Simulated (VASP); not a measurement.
Write the native input for VASP 6.6.1 that does the following.

| Property | Result |
| --- | --- |
| Task | electric field gradients |
| Functional | PBEsol |
| Potentials or basis | VASP PAW PBE potentials, release 64 (W_sv, C) |
| Cutoff | 520 eV |
| k mesh | 13 × 13 × 12 |
| Occupations | fermi-dirac, width 0.05 eV |
| Spin | no spin polarisation |
| Dipole correction | no |
| Further INCAR settings | ALGO = Normal; EDIFF = 1e-08; NBANDS = 16 |

The structure of WC lies in POSCAR:

```
WC
1.0
    2.9101377242      0.0000000000      0.0000000000
   -1.4550688621      2.5202531977      0.0000000000
    0.0000000000      0.0000000000      2.8383987401
W C
1 1
Direct
    0.0000000000      0.0000000000      0.0000000000
    0.6666666667      0.3333333333      0.5000000000
```

This cell differs from its parent crystal: volume scaled by 1.01.

These files were run (other wordings do the same):

INCAR

```
SYSTEM = WC
ALGO = Normal ; EDIFF = 1E-8
ENCUT = 520 ; GGA = PS
ISIF = 2 ; ISMEAR = -1
LASPH = .TRUE. ; LCHARG = .FALSE.
LEFG = .TRUE. ; LREAL = .FALSE.
LWAVE = .FALSE. ; NBANDS = 16
NELM = 80 ; PREC = Accurate
SIGMA = 0.05
```

KPOINTS

```
k-points
0
G
  13 13 12
  0 0 0
```

Potentials or basis: VASP PAW PBE potentials, release 64 (W_sv, C).

Command:

```bash
$ cat potpaw_PBE.64/W_sv/POTCAR potpaw_PBE.64/C/POTCAR > POTCAR
$ mpirun -np 1 vasp_std > vasp.out
```

It gave:

```yaml
Pressure: -3.5 GPa
Band_gap_on_the_k_mesh: zero (band 9 reaches 11.55 eV, above the bottom of band 10 at 10.29 eV)
```

Caveat: without QUAD_EFG the Cq values of the log hold for a quadrupole moment of 1 mb, not for the nuclei; the PAW data sets were made with another functional, which shifts forces and pressure a little; spin-orbit coupling is left out, which moves the levels of the heavy elements.

It took 17 s on 1 thread of Intel(R) Xeon(R) 6975P-C (Granite Rapids) (shared host), peak memory 0.17 GiB.
